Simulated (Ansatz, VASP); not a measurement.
**BN in VASP and in Ansatz**

```
CELL_PARAMETERS angstrom
2.55394 0.00000 0.00000
-1.27697 2.21178 0.00000
0.00000 0.00000 4.22685
ATOMIC_POSITIONS crystal
B 0.66667 0.33333 0.04704
B 0.33333 0.66667 0.49972
N 0.66667 0.33333 0.62528
N 0.33333 0.66667 0.12528
```

Alike in both runs: task single point; functional r2SCAN; k mesh 12 × 12 × 6; occupations gaussian, width 0.05 eV; no spin polarisation.

```csv
,VASP,Ansatz
version,VASP 6.6.1,Ansatz 0.2.0
potentials or method,"VASP PAW PBE potentials, release 64 (B, N), cutoff 520 eV","scalar-relativistic, plane waves, PAW"
valence electrons in the cell,16,16
```

```tsv
	VASP	Ansatz	Ansatz less VASP
gap on the k mesh at the Fermi level (eV)	5.46	5.46	+0.001
least direct gap on the mesh (eV)	8.18	8.18	-0.004
pressure (GPa)	2.1	1.1	-1.04
traceless stress, the component that is largest in VASP (GPa)	4.28	4.58	+0.292
rms of the force components (eV/Å)	1.734	1.734	-0.0002
```

VASP's potentials were made for PBE, not for r2SCAN. Atom by atom the forces differ by 0.010 eV/Å (rms over components). The functional is the same, so the differences come from potentials, cutoffs and numerics.
